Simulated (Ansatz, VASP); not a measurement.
# Two plane-wave programs on CaO

```
CELL_PARAMETERS angstrom
0.00000 2.30165 2.30165
2.30165 0.00000 2.30165
2.30165 2.30165 0.00000
ATOMIC_POSITIONS crystal
Ca 0.00000 0.00000 0.00000
O 0.50000 0.50000 0.50000
```

Change from the starting cell: hydrostatic strain -4.0%.

Alike in both runs: task single point; functional r2SCAN; k mesh 10 × 10 × 10; no spin polarisation.

|  | VASP | Ansatz |
| --- | --- | --- |
| version | VASP 6.6.1 | Ansatz 0.2.0 |
| potentials or method | VASP PAW PBE potentials, release 64 (Ca_sv, O) | plane waves, PAW |
| plane-wave cutoff (eV) | 520 | 500 |
| occupations | gaussian, width 0.01 eV | fixed |
| valence electrons in the cell | 16 | 16 |

```csv
,VASP,Ansatz,Ansatz less VASP
gap on the k mesh at the Fermi level (eV),4.11,4.13,+0.021
pressure (GPa),20.4,18.6,-1.79
```

VASP's potentials were made for PBE, not for r2SCAN.
